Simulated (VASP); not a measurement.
Set up this calculation in VASP 6.6.1, as the native input.

- Task: relaxation of cell and atoms
- Functional: LDA
- Potentials or basis: VASP PAW LDA potentials, release 64 (Ti_sv, B)
- Cutoff: 600 eV
- k mesh: 10 × 10 × 8
- Occupations: fermi-dirac, width 0.05 eV
- Spin: no spin polarisation
- Dipole correction: no
- Further INCAR settings: ALGO = Normal; EDIFF = 1e-06; IBRION = 2; EDIFFG = -0.01; NSW = 60; ISIF = 3

The structure of TiB2 lies in POSCAR:

```
TiB2
1.0
    3.0292000000      0.0000000000      0.0000000000
   -1.5146000000      2.6233641531      0.0000000000
    0.0000000000      0.0000000000      3.2284000000
Ti B
1 2
Direct
    0.0000000000      0.0000000000      0.0000000000
    0.6666666667      0.3333333333      0.5000000000
    0.3333333333      0.6666666667      0.5000000000
```

The input as run:

INCAR

```
  PREC = Accurate
  ENCUT = 600
  EDIFF = 1E-6
  ISMEAR = -1
  SIGMA = 0.05
  LREAL = False
  LASPH = True
  NELM = 80
  ALGO = Normal
  ISIF = 3
  LWAVE = False
  LCHARG = False
  GGA = CA
  IBRION = 2
  NSW = 60
  EDIFFG = -0.01
```

KPOINTS

```
Automatic mesh
0
Gamma
  10 10 8
```

Potentials or basis: VASP PAW LDA potentials, release 64 (Ti_sv, B).

The run is started by

```sh
$ cat potpaw_LDA.64/Ti_sv/POTCAR potpaw_LDA.64/B/POTCAR > POTCAR
$ mpirun -np 1 vasp_std > vasp.out
```

It gave:

```
Relaxed volume                         : 8.19 Å³/atom
Relaxed cell                           : a = 2.994 Å, b = 2.994 Å, c = 3.166 Å, α = 90.00°, β = 90.00°, γ = 120.00°
Space group after relaxing (to 0.05 Å) : P6/mmm (No. 191)
Energy gained by relaxing              : 12.5 meV/atom
Ionic steps                            : 5
Pressure after relaxing                : 0.1 GPa
Band gap on the k mesh                 : zero (band 9 reaches 10.87 eV, above the bottom of band 10 at 10.17 eV)
```

Wall time 29 s on 1 thread of Intel(R) Xeon(R) 6975P-C (Granite Rapids) (shared host), peak memory 0.16 GiB.
